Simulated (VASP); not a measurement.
SnO2, 3 atoms in the cell. Symmetry: Fm-3m, No. 225, cubic system. Conventional cell: a = 5.067 Å, b = 5.067 Å, c = 5.067 Å, α = 90.00°, β = 90.00°, γ = 90.00°. Within 2.9 Å of Sn (site symmetry m-3m) lie 8 O at 2.19 Å. O (site symmetry -43m) has 4 Sn at 2.19 Å and 6 O at 2.53 Å within 2.9 Å. 

* Program: VASP 6.6.1
* Task: single point
* Functional: LDA
* Potentials or basis: VASP PAW LDA potentials, release 64 (Sn_d, O)
* Cutoff: 520 eV
* k mesh: 8 × 8 × 8
* Occupations: gaussian, width 0.01 eV
* Spin: no spin polarisation
* Dipole correction: no
* Further INCAR settings: ALGO = Normal; EDIFF = 1e-06; NBANDS = 20

Potentials or basis: VASP PAW LDA potentials, release 64 (Sn_d, O).

Command:

```bash
$ cat potpaw_LDA.64/Sn_d/POTCAR potpaw_LDA.64/O/POTCAR > POTCAR
$ mpirun -np 1 vasp_std > vasp.out
```

Hardware: 1 thread of Intel(R) Xeon(R) 6975P-C (Granite Rapids) (shared host).

How long does it take, and how much memory?

Wall time 8.3 s on 1 thread of Intel(R) Xeon(R) 6975P-C (Granite Rapids), on a shared host, peak memory 0.14 GiB. Counts: scf iterations 12, k points 29.
